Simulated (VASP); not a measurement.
# ReS2 in VASP: single point with LDA

Aim: the single point of ReS2 with LDA.

Program: VASP 6.6.1. These are calculated values, not measurements. Logs are shortened: lines on timing, memory, paths and dates and some standing lists are left out, and cuts for length are marked.

## Step 1: The cell of the first run

The cell holds a sheet with vacuum, 24 atoms: a = 6.336 Å, b = 6.438 Å, c = 23.000 Å, α = 90.00°, β = 90.00°, γ = 61.10°.

## Step 2: Single point, LDA

Contents of INCAR:

```
ALGO = Normal ; EDIFF = 1E-6
ENCUT = 520 ; GGA_COMPAT = F
ISIF = 2 ; ISMEAR = 0
LASPH = T ; LCHARG = T
LELF = T ; LREAL = F
LVHAR = T ; LWAVE = F
NBANDS = 94 ; NELM = 120
NELMDL = -8 ; PREC = Accurate
SIGMA = 0.01
```

Contents of KPOINTS:

```
k-points
0
Gamma
  4 4 1
```

Contents of POSCAR:

```
ReS2
1.0
    6.3355089393      0.0000000000      0.0000000000
    3.1112149501      5.6366336777      0.0000000000
    0.0000000000      0.0000000000     23.0000000000
Re S
8 16
Direct
    0.1217509518      0.2112687337      0.3653067994
    0.2450136531      0.5872257259      0.3694618331
    0.6948876457      0.1860222256      0.3668415341
    0.6718826780      0.6124710129      0.3679249952
    0.6217509518      0.2112687337      0.6305241907
    0.7450136531      0.5872257259      0.6346792244
    1.1948876457      0.1860222256      0.6320589254
    1.1718826780      0.6124710129      0.6331423865
    0.8663834063      0.8035865928      0.3158850369
    0.3307780708      0.8320972237      0.3087007631
    0.0360291291      0.9663328396      0.4260844165
    0.0008929480      0.5029257807      0.4351155771
    0.5003993430      0.9948860370      0.4188878189
    0.8301116125      0.3387288555      0.2918739789
    0.5366324604      0.4597124372      0.4429240769
    0.3658437923      0.2955096511      0.2996888219
    1.3663834063      0.8035865928      0.5811024282
    0.8307780708      0.8320972237      0.5739181545
    0.5360291291      0.9663328396      0.6913018078
    0.5008929480      0.5029257807      0.7003329684
    1.0003993430      0.9948860370      0.6841052102
    1.3301116125      0.3387288555      0.5570913702
    1.0366324604      0.4597124372      0.7081414682
    0.8658437923      0.2955096511      0.5649062132
```

Potentials or basis: VASP PAW LDA potentials, release 64 (Re, S).

On the command line:

```sh
cat potpaw_LDA.64/Re/POTCAR potpaw_LDA.64/S/POTCAR > POTCAR
mpirun -np 1 vasp_std > vasp.out
```

OUTCAR:

```text
EDIFF = 1E-6
   ENCUT = 520
   ISIF = 2
   ISMEAR = 0
   LASPH = T
   LREAL = F
   NELM = 120
   NELMDL = -8
   PREC = Accurate

 ion  position               nearest neighbor table
   1  0.122  0.211  0.365-  12 2.30  14 2.34  11 2.36  16 2.40  13 2.45  10 2.51   4 2.77   3 2.79
                             2 2.88
   2  0.245  0.587  0.369-  16 2.30  15 2.34  10 2.36  12 2.40   9 2.45  11 2.51   3 2.77   4 2.79
                             1 2.88
   3  0.695  0.186  0.367-  15 2.34  14 2.34  11 2.36  16 2.41  13 2.44   9 2.46   4 2.68   2 2.77
                             1 2.79
   4  0.672  0.612  0.368-  14 2.34  15 2.34  10 2.36  12 2.41   9 2.44  13 2.46   3 2.68   1 2.77
                             2 2.79
   5  0.622  0.211  0.631-  20 2.30  22 2.34  19 2.36  24 2.40  21 2.45  18 2.51   8 2.77   7 2.79
                             6 2.88
   6  0.745  0.587  0.635-  24 2.30  23 2.34  18 2.36  20 2.40  17 2.45  19 2.51   7 2.77   8 2.79
                             5 2.88
   7  0.195  0.186  0.632-  23 2.34  22 2.34  19 2.36  24 2.41  21 2.44  17 2.46   8 2.68   6 2.77
                             5 2.79
   8  0.172  0.612  0.633-  22 2.34  23 2.34  18 2.36  20 2.41  17 2.44  21 2.46   7 2.68   5 2.77
                             6 2.79
   9  0.866  0.804  0.316-   4 2.44   2 2.45   3 2.46
  10  0.331  0.832  0.309-   2 2.36   4 2.36   1 2.51
  11  0.036  0.966  0.426-   1 2.36   3 2.36   2 2.51
  12  0.001  0.503  0.435-   1 2.30   2 2.40   4 2.41
  13  0.500  0.995  0.419-   3 2.44   1 2.45   4 2.46
  14  0.830  0.339  0.292-   4 2.34   1 2.34   3 2.34
[... 8 lines left out ...]
  23  0.037  0.460  0.708-   7 2.34   6 2.34   8 2.34
  24  0.866  0.296  0.565-   6 2.30   5 2.40   7 2.41

  LATTYP: Found a simple monoclinic cell.
 ALAT       =     6.3355089393
 B/A-ratio  =     3.6303318676
 C/A-ratio  =     1.0162195780
 COS(beta)  =    -0.4832378589

  Lattice vectors:

 A1 = (   6.3355089393,   0.0000000000,   0.0000000000)
 A2 = (   0.0000000000,   0.0000000000,  23.0000000000)
 A3 = (  -3.1112149501,  -5.6366336777,   0.0000000000)

Analysis of symmetry for initial positions (statically):
=====================================================================
 Subroutine PRICEL returns:
 Original cell was already a primitive cell.

 Routine SETGRP: Setting up the symmetry group for a
 simple monoclinic supercell.

 Subroutine GETGRP returns: Found  1 space group operations
 (whereof  1 operations were pure point group operations)
 out of a pool of  4 trial point group operations.

The static configuration has the point symmetry C_1 .

Analysis of symmetry for dynamics (positions and initial velocities):
[... 146 lines left out ...]
   ISIF   =      2    stress and relaxation
   ISYM   =      2    0-nonsym 1-usesym 2-fastsym
   POTIM  = 0.5000    time-step for ionic-motion
   TEBEG  =    0.0;   TEEND  =   0.0 temperature during run
   PSTRESS=    0.0 pullay stress
   NELECT =     152.0000    total number of electrons
   NUPDOWN=      -1.0000    fix difference up-down
   EMIN   =  10.00;   EMAX   =-10.00  energy-range for DOS
   EFERMI =   0.00;   METHOD = LEGACY
   ISMEAR =     0;   SIGMA  =   0.01  broadening in eV -4-tet -1-fermi 0-gaus
   EFERMI_NEDOS =   21; number of points for ismear=-14 and -15
   IALGO  =     38    algorithm
   IMIX   =      4    mixing-type and parameters
     AMIX     =   0.40;   BMIX     =  1.00
     AMIX_MAG =   1.60;   BMIX_MAG =  1.00
  volume/ion in A,a.u.               =      34.22       230.95
  Fermi-wavevector in a.u.,A,eV,Ry     =   0.932924  1.762971 11.841795  0.870347
  Thomas-Fermi vector in A             =   2.059572
   LORBIT       =      0    0 simple, 1 ext, 2 COOP (PROOUT), +10 PAW based schemes
   GGA     = CA    functional components
   LHFCALC =     F    Hartree Fock is set to
   AEXX    =    0.0000 exact exchange contribution
   IVDW    =     0    specifies the selected vdW correction
   LEPSILON=     F    determine dielectric tensor
   LRPA    =     F    only Hartree local field effects (RPA)
 non-spin polarized calculation
 Gauss-broadening in eV      SIGMA  =   0.01
  energy-cutoff  :      520.00
  volume of cell :      821.35
 maximum number of plane-waves:     22144
   NGX = 23   NGY = 23   NGZ = 85

 number of electron     151.9999999 magnetization

 Free energy of the ion-electron system (eV)
  ---------------------------------------------------
  ext. energy  EPLUGINS =         0.00000000
  ---------------------------------------------------
  free energy    TOTEN  =      -199.96113749 eV

  energy without entropy =     -199.96113749  energy(sigma->0) =     -199.96113749

 E-fermi :   0.0693     XC(G=0):  -6.2096

 val. band max:        0.0263781319   @ k =   0.0000   0.0000   0.0000
 cond. band min:       1.3108772273   @ k =   0.0000   0.0000   0.0000
 fundamental gap:      1.2844990954
 Fermi energy:         0.0692985865

 k-point     1 :       0.0000    0.0000    0.0000
  band No.  band energies     occupation
      1     -14.9313      2.00000
      2     -14.8272      2.00000
      3     -13.5362      2.00000
      4     -13.3511      2.00000
      5     -13.0604      2.00000
      6     -13.0261      2.00000
[... 899 lines left out ...]
     87       2.4313      0.00000
     88       2.4569      0.00000
 [bands above 88 left out]

------------------------ aborting loop because EDIFF is reached ----------------------------------------

  FORCE on cell =-STRESS in cart. coord.  units (eV):
  Direction    XX          YY          ZZ          XY          YZ          ZX
  --------------------------------------------------------------------------------------
  -------------------------------------------------------------------------------------
  Total       -4.7197109     -3.7197087     -3.2182783     -0.4673620     -0.7350410      0.1947131
  in kB       -9.2065480     -7.2558845     -6.2777645     -0.9116640     -1.4338146      0.3798189
  external PRESSURE =      -7.5800657 kB  Pullay stress =       0.0000000 kB

 VOLUME and BASIS-vectors are now :
 -----------------------------------------------------------------------------
  energy-cutoff  :      520.00
  volume of cell :      821.35
      direct lattice vectors                 reciprocal lattice vectors
     6.335508939  0.000000000  0.000000000     0.157840516 -0.087122173  0.000000000
     3.111214950  5.636633678  0.000000000     0.000000000  0.177410855  0.000000000
     0.000000000  0.000000000 23.000000000     0.000000000  0.000000000  0.043478261

 POSITION                                       TOTAL-FORCE (eV/Angst)
 -----------------------------------------------------------------------------------
      1.42866      1.19084      8.40206         0.137374     -0.050264     -0.082114
      3.37927      3.30998      8.49762        -0.154424      0.029172      0.158907
      4.98122      1.04854      8.43736        -0.095776     -0.150555     -0.005069
      6.16225      3.45227      8.46227         0.093512      0.124299      0.039664
      4.59641      1.19084     14.50206         0.150558     -0.033100     -0.141103
      6.54703      3.30998     14.59762        -0.141202      0.046275      0.099830
[... 16 lines left out ...]
      1.66235      2.59123     16.28725         0.051963     -0.045458     -0.082049
      6.40496      1.66568     12.99284         0.067435     -0.165894      0.083969
 -----------------------------------------------------------------------------------
    total drift:                               -0.000239     -0.000077     -0.000213

  FREE ENERGIE OF THE ION-ELECTRON SYSTEM (eV)
  ---------------------------------------------------
  free  energy   TOTEN  =      -199.9611374909 eV

  energy  without entropy=     -199.9611374909  energy(sigma->0) =     -199.96113749
```

OSZICAR:

```text
N       E                     dE             d eps       ncg     rms          rms(c)
DAV:   1     0.170382203493E+04    0.17038E+04   -0.55114E+04  1880   0.136E+03
DAV:   2     0.217322747433E+03   -0.14865E+04   -0.13546E+04  2828   0.724E+02
DAV:   3    -0.173166158044E+03   -0.39049E+03   -0.37873E+03  3544   0.313E+02
[... 26 lines left out ...]
DAV:  30    -0.199961119600E+03   -0.16017E-04   -0.56839E-07  1448   0.679E-03    0.477E-03
DAV:  31    -0.199961129576E+03   -0.99764E-05   -0.75984E-07  1488   0.470E-03    0.360E-03
DAV:  32    -0.199961133103E+03   -0.35272E-05   -0.41802E-07  1360   0.650E-03    0.712E-03
DAV:  33    -0.199961137217E+03   -0.41140E-05   -0.43414E-07  1376   0.453E-03    0.255E-03
DAV:  34    -0.199961137491E+03   -0.27362E-06   -0.29162E-07  1336   0.549E-03
   1 F= -.19996114E+03 E0= -.19996114E+03  d E =-.352275E-11
```

stdout:

```text
POSCAR found type information on POSCAR ReS
 POSCAR found :  2 types and      24 ions
 scaLAPACK will be used
 -----------------------------------------------------------------------------
|                                                                             |
|                                                                             |
|     You have a (more or less) 'large supercell' and for larger cells it     |
|     might be more efficient to use real-space projection operators.         |
|     Therefore, try LREAL= Auto in the INCAR file.                           |
|     Mind: For very accurate calculation, you might also keep the            |
|     reciprocal projection scheme (i.e. LREAL=.FALSE.).                      |
|                                                                             |
 -----------------------------------------------------------------------------

 LDA part: xc-table for (Slater(with rela. corr.)+CA(PZ))
 , standard interpolation
 POSCAR, INCAR and KPOINTS ok, starting setup
 FFT: planning ... GRIDC
 FFT: planning ... GRID_SOFT
 FFT: planning ... GRID
 WAVECAR not read
 entering main loop
```

Run time: 43 min. Hardware: 1 thread of Intel Xeon Platinum 8488C (Sapphire Rapids), shared host; peak memory 0.88 GiB.

What came out:

- Free energy: -199.9611 eV
- Largest force: 0.223 eV/Å
- Band gap on the k mesh: 1.28 eV

Forces in eV/Å, atoms in the order of the input:
```
Re   0.137 -0.050 -0.082
Re  -0.154  0.029  0.159
Re  -0.096 -0.151 -0.005
Re   0.094  0.124  0.040
Re   0.151 -0.033 -0.141
Re  -0.141  0.046  0.100
Re  -0.095 -0.129 -0.021
Re   0.094  0.146  0.024
S    0.031  0.011  0.201
S   -0.042  0.163  0.129
S    0.047 -0.181 -0.110
S   -0.064  0.166 -0.097
S   -0.030 -0.014 -0.185
S   -0.049  0.048  0.067
S    0.113  0.058 -0.143
S    0.036 -0.101  0.062
S    0.030  0.015  0.184
S   -0.048  0.187  0.103
S    0.041 -0.158 -0.135
S   -0.032  0.101 -0.075
S   -0.031 -0.010 -0.202
S   -0.110 -0.056  0.128
S    0.052 -0.045 -0.082
S    0.067 -0.166  0.084
```

Caveat: spin-orbit coupling is left out, which moves the levels of the heavy elements.
